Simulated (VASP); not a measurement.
# KC (C2/c) in VASP: single point with PBE

Aim: the single point of KC with PBE.

Program: VASP 6.6.1. These are calculated values, not measurements. Logs are shortened: lines on timing, memory, paths and dates and some standing lists are left out, and cuts for length are marked.

### Step 1. The cell of the first run

It takes space group C2/c (No. 15, monoclinic). The conventional cell has a = 7.557 Å, b = 4.368 Å, c = 7.543 Å, α = 90.00°, β = 109.22°, γ = 90.00°. Within 4.0 Å of K (site symmetry 2) lie 6 C at 3.06 to 3.12 Å. C (site symmetry -1) has 6 K at 3.06 to 3.12 Å within 4.0 Å.

### Step 2. Single point, PBE

INCAR

```
PREC     = Accurate       # precision mode
ENCUT    = 520            # plane-wave cutoff, eV
EDIFF    = 1E-6           # SCF threshold, eV
ISMEAR   = -1             # smearing method
SIGMA    = 0.05           # smearing width, eV
LREAL    = False          # projectors in reciprocal space
LASPH    = True           # aspherical terms in the spheres
NELM     = 80             # most SCF steps
ALGO     = Normal         # electronic algorithm
ISIF     = 2              # what is computed and relaxed
LWAVE    = False          # write WAVECAR
LCHARG   = True           # write CHGCAR
GGA      = PE             # functional
LELF     = True           # ELF
LVHAR    = True         
NBANDS   = 21             # bands
```

KPOINTS

```
regular mesh
0
Gamma
  5 5 3
```

POSCAR

```
KC
1.0
    3.7784000000     -2.1839000000      0.0000000000
    3.7784000000      2.1839000000      0.0000000000
   -2.4836900000      0.0000000000      7.1228200000
K C
2 2
Direct
    0.7584900000      0.2415100000      0.7500000000
    0.2415100000      0.7584900000      0.2500000000
    0.0000000000      0.5000000000      0.5000000000
    0.5000000000      0.0000000000      0.0000000000
```

Potentials or basis: VASP PAW PBE potentials, release 64 (K_sv, C).

On the command line:

```
> cat potpaw_PBE.64/K_sv/POTCAR potpaw_PBE.64/C/POTCAR > POTCAR
> mpirun -np 1 vasp_std > vasp.out
```

OUTCAR:

```text
PREC = Accurate
   ENCUT = 520
   EDIFF = 1E-6
   ISMEAR = -1
   LREAL = False
   LASPH = True
   NELM = 80
   ISIF = 2
   GGA = PE

 ion  position               nearest neighbor table
   1  0.758  0.242  0.750-
   2  0.242  0.758  0.250-
   3  0.000  0.500  0.500-
   4  0.500  0.000  0.000-

  LATTYP: Found a base centered monoclinic cell.
 ALAT       =     7.5568000000
 B/A-ratio  =     0.5779959771
 C/A-ratio  =     0.9982302467
 COS(beta)  =    -0.3292522379

  Lattice vectors:

 A1 = (   3.7784000000,  -2.1839000000,   0.0000000000)
 A2 = (   3.7784000000,   2.1839000000,   0.0000000000)
 A3 = (  -2.4836900000,   0.0000000000,   7.1228200000)

Analysis of symmetry for initial positions (statically):
=====================================================================
 Subroutine PRICEL returns:
 Original cell was already a primitive cell.

 Routine SETGRP: Setting up the symmetry group for a
 base centered monoclinic supercell.

 Subroutine GETGRP returns: Found  4 space group operations
 (whereof  2 operations were pure point group operations)
 out of a pool of  4 trial point group operations.

The static configuration has the point symmetry S_2 .
 The point group associated with its full space group is C_2h.

Analysis of symmetry for dynamics (positions and initial velocities):
=====================================================================
 Subroutine PRICEL returns:
 Original cell was already a primitive cell.

 Routine SETGRP: Setting up the symmetry group for a
 base centered monoclinic supercell.

 Subroutine GETGRP returns: Found  4 space group operations
 (whereof  2 operations were pure point group operations)
 out of a pool of  4 trial point group operations.

The dynamic configuration has the point symmetry S_2 .
 The point group associated with its full space group is C_2h.

 Subroutine INISYM returns: Found  4 space group operations
 (whereof  2 operations are pure point group operations),
 and found     1 'primitive' translations

----------------------------------------------------------------------------------------

                                     Primitive cell

  volume of cell :     117.5500

  direct lattice vectors                    reciprocal lattice vectors
     3.778400000 -2.183900000  0.000000000     0.132331145 -0.228948212  0.046143177
     3.778400000  2.183900000  0.000000000     0.132331145  0.228948212  0.046143177
    -2.483690000  0.000000000  7.122820000     0.000000000  0.000000000  0.140393833

  length of vectors
     4.364140897  4.364140897  7.543426328     0.268436228  0.268436228  0.140393833

  position of ions in fractional coordinates (direct lattice)
     0.758490000  0.241510000  0.750000000
     0.241510000  0.758490000  0.250000000
     0.000000000  0.500000000  0.500000000
     0.500000000  0.000000000  0.000000000

  ion indices of the primitive-cell ions
   primitive index   ion index
                 1           1
                 2           2
                 3           3
                 4           4

----------------------------------------------------------------------------------------

 KPOINTS: regular mesh

Automatic generation of k-mesh.
 Grid dimensions read from file:
 generate k-points for:    5    5    3

 Generating k-lattice:

  Cartesian coordinates                     Fractional coordinates (reciprocal lattice)
     0.026466229 -0.045789642  0.009228635     0.200000000  0.000000000 -0.000000000
     0.026466229  0.045789642  0.009228635     0.000000000  0.200000000 -0.000000000
     0.000000000  0.000000000  0.046797944     0.000000000  0.000000000  0.333333333

  Length of vectors
     0.053687246  0.053687246  0.046797944

  Shift w.r.t. Gamma in fractional coordinates (k-lattice)
     0.000000000  0.000000000  0.000000000

 Subroutine IBZKPT returns following result:
 ===========================================

 Found     24 irreducible k-points:

 Following reciprocal coordinates:
            Coordinates               Weight
  0.000000  0.000000  0.000000      1.000000
  0.200000  0.000000  0.000000      4.000000
  0.400000  0.000000  0.000000      4.000000
  0.200000  0.200000  0.000000      2.000000
  0.400000  0.200000  0.000000      4.000000
 -0.400000  0.200000  0.000000      4.000000
[... 16 lines left out ...]
 -0.200000 -0.400000  0.333333      4.000000
 -0.200000 -0.200000  0.333333      2.000000
   k-points           NKPTS =     24   k-points in BZ     NKDIM =     24   number of bands    NBANDS=     21
   number of dos      NEDOS =    301   number of ions     NIONS =      4
   total plane-waves  NPLWV =  57344
   dimension x,y,z NGX =    32 NGY =   32 NGZ =   56
   dimension x,y,z NGXF=    64 NGYF=   64 NGZF=  112
   ions per type =               2   2
   NGX,Y,Z   is equivalent  to a cutoff of  12.19, 12.19, 12.34 a.u.
   NGXF,Y,Z  is equivalent  to a cutoff of  24.38, 24.38, 24.68 a.u.
 SYSTEM =  unknown system
   PREC   = accura    normal or accurate (medium, high low for compatibility)
   ISTART =      0    job   : 0-new  1-cont  2-samecut
   ICHARG =      2    charge: 1-file 2-atom 10-const
   ISPIN  =      1    spin polarized calculation?
   LNONCOLLINEAR =      F non collinear calculations
   LSORBIT =      F    spin-orbit coupling
   LASPH  =      T    aspherical Exc in radial PAW
   ENCUT  =  520.0 eV  38.22 Ry    6.18 a.u.   8.11  8.11 14.03*2*pi/ulx,y,z
   NELM   =     80;   NELMIN=  2; NELMDL= -5     # of ELM steps
   EDIFF  = 0.1E-05   stopping-criterion for ELM
   LREAL  =      F    real-space projection
   EDIFFG = 0.1E-04   stopping-criterion for IOM
   NSW    =      0    number of steps for IOM
   IBRION =     -1    ionic relax: 0-MD 1-quasi-New 2-CG
   NFREE  =      0    steps in history (QN), initial steepest desc. (CG)
   ISIF   =      2    stress and relaxation
   ISYM   =      2    0-nonsym 1-usesym 2-fastsym
   POTIM  = 0.5000    time-step for ionic-motion
   TEBEG  =    0.0;   TEEND  =   0.0 temperature during run
   PSTRESS=    0.0 pullay stress
   NELECT =      26.0000    total number of electrons
   NUPDOWN=      -1.0000    fix difference up-down
   EMIN   =  10.00;   EMAX   =-10.00  energy-range for DOS
   EFERMI =   0.00;   METHOD = LEGACY
   ISMEAR =    -1;   SIGMA  =   0.05  broadening in eV -4-tet -1-fermi 0-gaus
   EFERMI_NEDOS =   21; number of points for ismear=-14 and -15
   IALGO  =     38    algorithm
   IMIX   =      4    mixing-type and parameters
     AMIX     =   0.40;   BMIX     =  1.00
     AMIX_MAG =   1.60;   BMIX_MAG =  1.00
  volume/ion in A,a.u.               =      29.39       198.32
  Fermi-wavevector in a.u.,A,eV,Ry     =   0.990053  1.870929 13.336495  0.980205
  Thomas-Fermi vector in A             =   2.121696
   LORBIT       =      0    0 simple, 1 ext, 2 COOP (PROOUT), +10 PAW based schemes
   GGA     = PE    functional components
   LHFCALC =     F    Hartree Fock is set to
   AEXX    =    0.0000 exact exchange contribution
   IVDW    =     0    specifies the selected vdW correction
   LEPSILON=     F    determine dielectric tensor
   LRPA    =     F    only Hartree local field effects (RPA)
 non-spin polarized calculation
  energy-cutoff  :      520.00
  volume of cell :      117.55
 maximum number of plane-waves:      3178
   NGX = 17   NGY = 17   NGZ = 29

 number of electron      26.0000000 magnetization

 Free energy of the ion-electron system (eV)
  ---------------------------------------------------
  ext. energy  EPLUGINS =         0.00000000
  ---------------------------------------------------
  free energy    TOTEN  =        -9.16927513 eV

  energy without entropy =       -9.05101833  energy(sigma->0) =       -9.11014673

 E-fermi :  -0.6826     XC(G=0):  -7.4145

 val. band max:       -0.6883798644   @ k =  -0.2000  -0.4000   0.3333
 cond. band min:      -0.6815236438   @ k =  -0.2000   0.2000   0.3333
 fundamental gap:      0.0068562205
 Fermi energy:        -0.6826398563

 k-point     1 :       0.0000    0.0000    0.0000
  band No.  band energies     occupation
      1     -30.0894      2.00000
      2     -30.0769      2.00000
      3     -13.7716      2.00000
      4     -13.5530      2.00000
      5     -13.5519      2.00000
      6     -13.5374      2.00000
[... 13 lines left out ...]
     20       5.8912      0.00000
     21       5.9072      0.00000

 k-point     2 :       0.2000    0.0000    0.0000
  band No.  band energies     occupation
      1     -30.0854      2.00000
      2     -30.0753      2.00000
      3     -13.7300      2.00000
      4     -13.6048      2.00000
      5     -13.5995      2.00000
      6     -13.5615      2.00000
[... 13 lines left out ...]
     20       5.7691      0.00000
     21       6.4517      0.00000

 k-point     3 :       0.4000    0.0000    0.0000
  band No.  band energies     occupation
      1     -30.0778      2.00000
      2     -30.0739      2.00000
      3     -13.6977      2.00000
      4     -13.6914      2.00000
      5     -13.6370      2.00000
      6     -13.5762      2.00000
[... 13 lines left out ...]
     20       6.0690      0.00000
     21       7.5360      0.00000
[... 457 lines left out ...]
 k-point    23 :      -0.2000   -0.4000    0.3333
  band No.  band energies     occupation
      1     -30.0797      2.00000
      2     -30.0736      2.00000
      3     -13.6858      2.00000
      4     -13.6773      2.00000
      5     -13.6313      2.00000
      6     -13.5952      2.00000
[... 13 lines left out ...]
     20       5.6732      0.00000
     21       6.9805      0.00000

 k-point    24 :      -0.2000   -0.2000    0.3333
  band No.  band energies     occupation
      1     -30.0844      2.00000
      2     -30.0763      2.00000
      3     -13.7183      2.00000
      4     -13.6072      2.00000
      5     -13.6006      2.00000
      6     -13.5575      2.00000
[... 13 lines left out ...]
     20       5.6425      0.00000
     21       6.7039      0.00000

------------------------ aborting loop because EDIFF is reached ----------------------------------------

  FORCE on cell =-STRESS in cart. coord.  units (eV):
  Direction    XX          YY          ZZ          XY          YZ          ZX
  --------------------------------------------------------------------------------------
  -------------------------------------------------------------------------------------
  Total       -0.7591959     -0.8218105     -0.9838495      0.0000000      0.0000000     -0.0217864
  in kB      -10.3476515    -11.2010726    -13.4096247      0.0000000      0.0000000     -0.2969438
  external PRESSURE =     -11.6527829 kB  Pullay stress =       0.0000000 kB

 VOLUME and BASIS-vectors are now :
 -----------------------------------------------------------------------------
  energy-cutoff  :      520.00
  volume of cell :      117.55
      direct lattice vectors                 reciprocal lattice vectors
     3.778400000 -2.183900000  0.000000000     0.132331145 -0.228948212  0.046143177
     3.778400000  2.183900000  0.000000000     0.132331145  0.228948212  0.046143177
    -2.483690000  0.000000000  7.122820000     0.000000000  0.000000000  0.140393833

 POSITION                                       TOTAL-FORCE (eV/Angst)
 -----------------------------------------------------------------------------------
      1.91563     -1.12903      5.34211        -0.000000      0.043999      0.000000
      3.15748      1.12903      1.78070        -0.000000     -0.043999     -0.000000
      0.64735      1.09195      3.56141         0.000000     -0.000000      0.000000
      1.88920     -1.09195      0.00000         0.000000      0.000000      0.000000
 -----------------------------------------------------------------------------------
    total drift:                                0.000000     -0.000000     -0.000000

  FREE ENERGIE OF THE ION-ELECTRON SYSTEM (eV)
  ---------------------------------------------------
  free  energy   TOTEN  =        -9.1692751286 eV

  energy  without entropy=       -9.0510183299  energy(sigma->0) =       -9.11014673
```

Run time: 78 s. Hardware: 1 thread of AMD EPYC 7R43 (Zen 3), shared host; peak memory 0.2 GiB.

What came out:

| Property | Result |
| --- | --- |
| Free energy | -9.1693 eV |
| Pressure | -1.2 GPa |
| Largest force | 0.044 eV/Å |
| Band gap on the k mesh | zero (band 13 reaches -0.46 eV, above the bottom of band 14 at -0.76 eV) |

Forces in eV/Å, atoms in the order of the input:
```
K    0.000  0.044  0.000
K    0.000 -0.044  0.000
C    0.000  0.000  0.000
C    0.000  0.000  0.000
```

Levels at points of the mesh, in eV from the Fermi level:
| k point | band 11 | band 12 | band 13 | band 14 | band 15 | band 16 |
| --- | --- | --- | --- | --- | --- | --- |
| (0.00, 0.00, 0.00) | -1.09 | 0.09 | 0.09 | 0.57 | 0.57 | 0.58 |
